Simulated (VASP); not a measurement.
Input of a VASP 6.6.1 run:

INCAR

```
  PREC = Accurate
  ENCUT = 520
  EDIFF = 1E-7
  ISMEAR = 0
  SIGMA = 0.05
  LREAL = False
  LASPH = True
  NELM = 150
  ALGO = Normal
  ISIF = 2
  LWAVE = False
  LCHARG = False
  ISPIN = 2
  MAGMOM = 2.52 -0.35
  LORBIT = 11
  LMAXMIX = 4
  LDAU = True
  LDAUTYPE = 2
  LDAUL = 2 -1
  LDAUU = 6 0
  LDAUJ = 0 0
  LDAUPRINT = 1
  GGA = PE
  NBANDS = 21
```

KPOINTS

```
Automatic mesh
0
Gamma
  6 6 6
```

Contents of POSCAR:

```
RuSe
1.0
    3.1876923100      0.0000000000      0.0000000000
    0.0000000000      3.1876923100      0.0000000000
    0.0000000000      0.0000000000      3.1876923100
Ru Se
1 1
Direct
    0.0000000000      0.0000000000      0.0000000000
    0.5000000000      0.5000000000      0.5000000000
```

Potentials or basis: VASP PAW PBE potentials, release 64 (Ru_pv, Se).

The run is started by

```bash
$ cat potpaw_PBE.64/Ru_pv/POTCAR potpaw_PBE.64/Se/POTCAR > POTCAR
$ mpirun -np 1 vasp_std > vasp.out
```

Question: Predict the net moment.

Answer: 2.01 μB per cell.

Question: What does it give for the site moments?

Answer: Ru +2.23; Se -0.26 μB.

Question: What does it give for the pressure?

Answer: 17.2 GPa.

Eigenvalues of the final occupation matrices:
| site | spin | trace | eigenvalues |
| --- | --- | --- | --- |
| site 1 d | 1 | 4.19 | 0.82 0.82 0.82 0.87 0.87 |
| site 1 d | 2 | 2.00 | 0.11 0.11 0.11 0.84 0.84 |

The state reached can hang on the start; a lower one may exist.
